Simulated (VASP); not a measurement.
# CsBa3 (R3) in VASP: single point with PBEsol

Aim: the single point of CsBa3 with PBEsol.

All numbers are computed with VASP 6.6.1; they aren't measurements. Logs are shortened: lines on timing, memory, paths and dates and some standing lists are left out, and cuts for length are marked.

### 1 The cell of the first run

The structure is trigonal, space group R3 (No. 146). Conventional cell: a = 8.550 Å, b = 8.550 Å, c = 12.531 Å, α = 90.00°, β = 90.00°, γ = 120.00°. Within 5.4 Å of Cs (site symmetry 3) lie 12 Ba at 4.12 to 4.92 Å. Within 5.4 Å of Ba (site symmetry 1) lie 4 Cs at 4.12 to 4.92 Å and 8 Ba at 4.25 to 4.99 Å.

### 2 Single point, PBEsol (strained and its atoms moved)

File INCAR:

```
PREC = Accurate
ENCUT = 520
EDIFF = 1E-6
ISMEAR = 0
SIGMA = 0.1
LREAL = F
LASPH = T
NELM = 100
ALGO = Normal
ISIF = 2
LWAVE = F
LCHARG = T
GGA = PS
LELF = T
LVHAR = T
NBANDS = 28
```

File KPOINTS:

```
regular mesh
0
Gamma
  6 6 6
```

File POSCAR:

```
CsBa3
1.0
    6.4421016045     -0.3962622600      0.3962622600
   -0.3962622600      6.4421016045     -0.3962622600
    0.3962622600     -0.3962622600      6.4421016045
Cs Ba
1 3
Direct
    0.0039972272     -0.0039972272      0.0039972272
    0.0015456540      0.5208554844      0.5153126032
    0.5153126032     -0.0015456540      0.4791445156
    0.4791445156      0.4846873968      0.0015456540
```

Potentials or basis: VASP PAW PBE potentials, release 64 (Cs_sv, Ba_sv).

Run with:

```console
> cat potpaw_PBE.64/Cs_sv/POTCAR potpaw_PBE.64/Ba_sv/POTCAR > POTCAR
> mpirun -np 1 vasp_std > vasp.out
```

OUTCAR:

```text
PREC = Accurate
   ENCUT = 520
   EDIFF = 1E-6
   ISMEAR = 0
   LREAL = F
   LASPH = T
   NELM = 100
   ISIF = 2
   GGA = PS

 ion  position               nearest neighbor table
   1  0.004  0.996  0.004-
   2  0.002  0.521  0.515-   3 4.25   4 4.25   3 4.32   4 4.32   4 4.72   3 4.72
   3  0.515  0.998  0.479-   4 4.25   2 4.25   2 4.32   4 4.32   2 4.72   4 4.72
   4  0.479  0.485  0.002-   3 4.25   2 4.25   2 4.32   3 4.32   3 4.72   2 4.72

  LATTYP: Found a trigonal (rhomboedric) cell.
 ALAT       =     6.4664302857
 COS(alpha) =     0.1258539380

  Lattice vectors:

 A1 = (   0.3962622600,  -6.4421016045,   0.3962622600)
 A2 = (   6.4421016045,  -0.3962622600,   0.3962622600)
 A3 = (   0.3962622600,  -0.3962622600,   6.4421016045)

Analysis of symmetry for initial positions (statically):
=====================================================================
 Subroutine PRICEL returns:
 Original cell was already a primitive cell.

 Routine SETGRP: Setting up the symmetry group for a
 trigonal (rhombohedral) supercell.

 Subroutine GETGRP returns: Found  3 space group operations
 (whereof  3 operations were pure point group operations)
 out of a pool of 12 trial point group operations.

The static configuration has the point symmetry C_3 .

Analysis of symmetry for dynamics (positions and initial velocities):
=====================================================================
 Subroutine PRICEL returns:
 Original cell was already a primitive cell.

 Routine SETGRP: Setting up the symmetry group for a
 trigonal (rhombohedral) supercell.

 Subroutine GETGRP returns: Found  3 space group operations
 (whereof  3 operations were pure point group operations)
 out of a pool of 12 trial point group operations.

The dynamic configuration has the point symmetry C_3 .

 Subroutine INISYM returns: Found  3 space group operations
 (whereof  3 operations are pure point group operations),
 and found     1 'primitive' translations

----------------------------------------------------------------------------------------

                                     Primitive cell

  volume of cell :     264.4413

  direct lattice vectors                    reciprocal lattice vectors
     6.442101605 -0.396262260  0.396262260     0.156343385  0.009059621 -0.009059621
    -0.396262260  6.442101605 -0.396262260     0.009059621  0.156343385  0.009059621
     0.396262260 -0.396262260  6.442101605    -0.009059621  0.009059621  0.156343385

  length of vectors
     6.466430286  6.466430286  6.466430286     0.156867484  0.156867484  0.156867484

  position of ions in fractional coordinates (direct lattice)
     0.003997227  0.996002773  0.003997227
     0.001545654  0.520855484  0.515312603
     0.515312603  0.998454346  0.479144516
     0.479144516  0.484687397  0.001545654

  ion indices of the primitive-cell ions
   primitive index   ion index
                 1           1
                 2           2
                 3           3
                 4           4

----------------------------------------------------------------------------------------

 KPOINTS: regular mesh

Automatic generation of k-mesh.
 Grid dimensions read from file:
 generate k-points for:    6    6    6

 Generating k-lattice:

  Cartesian coordinates                     Fractional coordinates (reciprocal lattice)
     0.026057231  0.001509937 -0.001509937     0.166666667  0.000000000 -0.000000000
     0.001509937  0.026057231  0.001509937     0.000000000  0.166666667  0.000000000
    -0.001509937  0.001509937  0.026057231    -0.000000000  0.000000000  0.166666667

  Length of vectors
     0.026144581  0.026144581  0.026144581

  Shift w.r.t. Gamma in fractional coordinates (k-lattice)
     0.000000000  0.000000000  0.000000000

 Subroutine IBZKPT returns following result:
 ===========================================

 Found     40 irreducible k-points:

 Following reciprocal coordinates:
            Coordinates               Weight
  0.000000  0.000000  0.000000      1.000000
  0.166667  0.000000  0.000000      6.000000
  0.333333  0.000000 -0.000000      6.000000
  0.500000  0.000000  0.000000      3.000000
  0.166667  0.166667  0.000000      6.000000
  0.333333  0.166667 -0.000000      6.000000
[... 16 lines left out ...]
  0.333333  0.333333  0.166667      6.000000
 -0.166667 -0.333333 -0.333333      6.000000
 [... further k-points ...]
   k-points           NKPTS =     40   k-points in BZ     NKDIM =     40   number of bands    NBANDS=     28
   number of dos      NEDOS =    301   number of ions     NIONS =      4
   total plane-waves  NPLWV = 110592
   dimension x,y,z NGX =    48 NGY =   48 NGZ =   48
   dimension x,y,z NGXF=    96 NGYF=   96 NGZF=   96
   ions per type =               1   3
   NGX,Y,Z   is equivalent  to a cutoff of  12.34, 12.34, 12.34 a.u.
   NGXF,Y,Z  is equivalent  to a cutoff of  24.68, 24.68, 24.68 a.u.
 SYSTEM =  unknown system
   PREC   = accura    normal or accurate (medium, high low for compatibility)
   ISTART =      0    job   : 0-new  1-cont  2-samecut
   ICHARG =      2    charge: 1-file 2-atom 10-const
   ISPIN  =      1    spin polarized calculation?
   LNONCOLLINEAR =      F non collinear calculations
   LSORBIT =      F    spin-orbit coupling
   LASPH  =      T    aspherical Exc in radial PAW
   ENCUT  =  520.0 eV  38.22 Ry    6.18 a.u.  12.02 12.02 12.02*2*pi/ulx,y,z
   NELM   =    100;   NELMIN=  2; NELMDL= -5     # of ELM steps
   EDIFF  = 0.1E-05   stopping-criterion for ELM
   LREAL  =      F    real-space projection
   EDIFFG = 0.1E-04   stopping-criterion for IOM
   NSW    =      0    number of steps for IOM
   IBRION =     -1    ionic relax: 0-MD 1-quasi-New 2-CG
   NFREE  =      0    steps in history (QN), initial steepest desc. (CG)
   ISIF   =      2    stress and relaxation
   ISYM   =      2    0-nonsym 1-usesym 2-fastsym
   POTIM  = 0.5000    time-step for ionic-motion
   TEBEG  =    0.0;   TEEND  =   0.0 temperature during run
   PSTRESS=    0.0 pullay stress
   NELECT =      39.0000    total number of electrons
   NUPDOWN=      -1.0000    fix difference up-down
   EMIN   =  10.00;   EMAX   =-10.00  energy-range for DOS
   EFERMI =   0.00;   METHOD = LEGACY
   ISMEAR =     0;   SIGMA  =   0.10  broadening in eV -4-tet -1-fermi 0-gaus
   EFERMI_NEDOS =   21; number of points for ismear=-14 and -15
   IALGO  =     38    algorithm
   IMIX   =      4    mixing-type and parameters
     AMIX     =   0.40;   BMIX     =  1.00
     AMIX_MAG =   1.60;   BMIX_MAG =  1.00
  volume/ion in A,a.u.               =      66.11       446.13
  Fermi-wavevector in a.u.,A,eV,Ry     =   0.864941  1.634502 10.178836  0.748123
  Thomas-Fermi vector in A             =   1.983112
   LORBIT       =      0    0 simple, 1 ext, 2 COOP (PROOUT), +10 PAW based schemes
   GGA     = PS    functional components
   LHFCALC =     F    Hartree Fock is set to
   AEXX    =    0.0000 exact exchange contribution
   IVDW    =     0    specifies the selected vdW correction
   LEPSILON=     F    determine dielectric tensor
   LRPA    =     F    only Hartree local field effects (RPA)
 non-spin polarized calculation
 Gauss-broadening in eV      SIGMA  =   0.10
  energy-cutoff  :      520.00
  volume of cell :      264.44
 maximum number of plane-waves:      7147
   NGX = 25   NGY = 25   NGZ = 25

 number of electron      38.9999999 magnetization

 Free energy of the ion-electron system (eV)
  ---------------------------------------------------
  ext. energy  EPLUGINS =         0.00000000
  ---------------------------------------------------
  free energy    TOTEN  =        -6.45206579 eV

  energy without entropy =       -6.41621611  energy(sigma->0) =       -6.43414095

 E-fermi :   1.5072     XC(G=0):  -7.2981

 val. band max:        1.4990034437   @ k =   0.0000   0.0000   0.0000
 cond. band min:       1.5138162097   @ k =   0.5000   0.5000   0.0000
 fundamental gap:      0.0148127660
 Fermi energy:         1.5071989900

 k-point     1 :       0.0000    0.0000    0.0000
  band No.  band energies     occupation
      1     -27.6265      2.00000
      2     -27.5855      2.00000
      3     -27.5855      2.00000
      4     -21.4257      2.00000
      5     -13.0093      2.00000
      6     -12.9242      2.00000
[... 20 lines left out ...]
     27       3.6687      0.00000
     28       3.8345      0.00000

 k-point     2 :       0.1667    0.0000    0.0000
  band No.  band energies     occupation
      1     -27.6240      2.00000
      2     -27.5880      2.00000
      3     -27.5853      2.00000
      4     -21.4258      2.00000
      5     -12.9894      2.00000
      6     -12.9156      2.00000
[... 20 lines left out ...]
     27       3.4620      0.00000
     28       3.6934      0.00000

 k-point     3 :       0.3333    0.0000   -0.0000
  band No.  band energies     occupation
      1     -27.6179      2.00000
      2     -27.5941      2.00000
      3     -27.5853      2.00000
      4     -21.4260      2.00000
      5     -12.9518      2.00000
      6     -12.8802      2.00000
[... 20 lines left out ...]
     27       3.0634      0.00000
     28       3.4557      0.00000

 k-point     4 :       0.5000    0.0000    0.0000
  band No.  band energies     occupation
      1     -27.6130      2.00000
      2     -27.5990      2.00000
      3     -27.5853      2.00000
      4     -21.4261      2.00000
      5     -12.9381      2.00000
      6     -12.8244      2.00000
[... 578 lines left out ...]
     27       3.0816      0.00000
     28       3.2845      0.00000

 k-point    23 :       0.3333    0.3333    0.1667
  band No.  band energies     occupation
      1     -27.6094      2.00000
      2     -27.6000      2.00000
      3     -27.5879      2.00000
      4     -21.4260      2.00000
      5     -12.9349      2.00000
      6     -12.8791      2.00000
[... 20 lines left out ...]
     27       3.0282      0.00000
     28       3.1668      0.00000

 k-point    24 :      -0.1667   -0.3333   -0.3333
  band No.  band energies     occupation
      1     -27.6094      2.00000
      2     -27.6000      2.00000
      3     -27.5879      2.00000
      4     -21.4260      2.00000
      5     -12.9351      2.00000
      6     -12.8787      2.00000
[... 20 lines left out ...]
     27       3.0515      0.00000
     28       3.1437      0.00000

 [... further k-points ...]
[... 5 lines left out ...]
  --------------------------------------------------------------------------------------
  -------------------------------------------------------------------------------------
  Total        0.2064374      0.2064374      0.2064374      1.5348730      1.5348730     -1.5348730
  in kB        1.2507475      1.2507475      1.2507475      9.2993741      9.2993741     -9.2993741
  external PRESSURE =       1.2507475 kB  Pullay stress =       0.0000000 kB

 VOLUME and BASIS-vectors are now :
 -----------------------------------------------------------------------------
  energy-cutoff  :      520.00
  volume of cell :      264.44
      direct lattice vectors                 reciprocal lattice vectors
     6.442101605 -0.396262260  0.396262260     0.156343385  0.009059621 -0.009059621
    -0.396262260  6.442101605 -0.396262260     0.009059621  0.156343385  0.009059621
     0.396262260 -0.396262260  6.442101605    -0.009059621  0.009059621  0.156343385

 POSITION                                       TOTAL-FORCE (eV/Angst)
 -----------------------------------------------------------------------------------
     -0.36734      6.41318     -0.36734        -0.029085      0.029085     -0.029085
      0.00776      3.15059      3.11391        -0.063458     -0.144181     -0.051638
      3.11391      6.03808      2.89525        -0.051638      0.063458      0.144181
      2.89525      2.93193      0.00776         0.144181      0.051638     -0.063458
 -----------------------------------------------------------------------------------
    total drift:                                0.000244     -0.000244      0.000244

  FREE ENERGIE OF THE ION-ELECTRON SYSTEM (eV)
  ---------------------------------------------------
  free  energy   TOTEN  =        -6.4520657929 eV

  energy  without entropy=       -6.4162161113  energy(sigma->0) =       -6.43414095
```

It took 2.5 min on 1 thread of AMD EPYC 9R45 (Zen 5), shared host; peak memory 0.44 GiB.

Results:

```yaml
Free_energy: -6.4521 eV
Pressure: 0.1 GPa
Largest_force: 0.166 eV/Å
```

Forces in eV/Å, atoms in the order of the input:
```
Cs  -0.029  0.029 -0.029
Ba  -0.063 -0.144 -0.052
Ba  -0.052  0.063  0.144
Ba   0.144  0.052 -0.063
```

Stress tensor (GPa, compression positive):
```
 0.13  0.93 -0.93
 0.93  0.13  0.93
-0.93  0.93  0.13
```

Levels at points of the mesh, in eV from the Fermi level:
| k point | band 16 | band 17 | band 18 | band 19 | band 20 | band 21 | band 22 | band 23 | band 24 | band 25 |
| --- | --- | --- | --- | --- | --- | --- | --- | --- | --- | --- |
| (0.00, 0.00, 0.00) | -9.71 | -2.57 | -0.64 | -0.59 | -0.59 | -0.10 | -0.01 | -0.01 | 1.05 | 2.11 |
| (0.50, 0.00, 0.00) | -9.72 | -1.42 | -1.18 | -0.04 | 0.16 | 0.41 | 0.65 | 0.82 | 0.89 | 1.04 |
| (0.50, 0.50, 0.00) | -9.73 | -0.69 | -0.61 | -0.26 | 0.01 | 0.46 | 0.66 | 0.80 | 0.93 | 1.03 |
| (0.50, 0.50, 0.50) | -9.72 | -1.13 | -0.74 | -0.74 | -0.48 | 0.57 | 0.93 | 0.93 | 1.06 | 1.29 |

Caveat: the cell differs from its parent crystal (strained and its atoms moved); the PAW data sets were made with another functional, which shifts forces and pressure a little; spin-orbit coupling is left out, which moves the levels of the heavy elements.
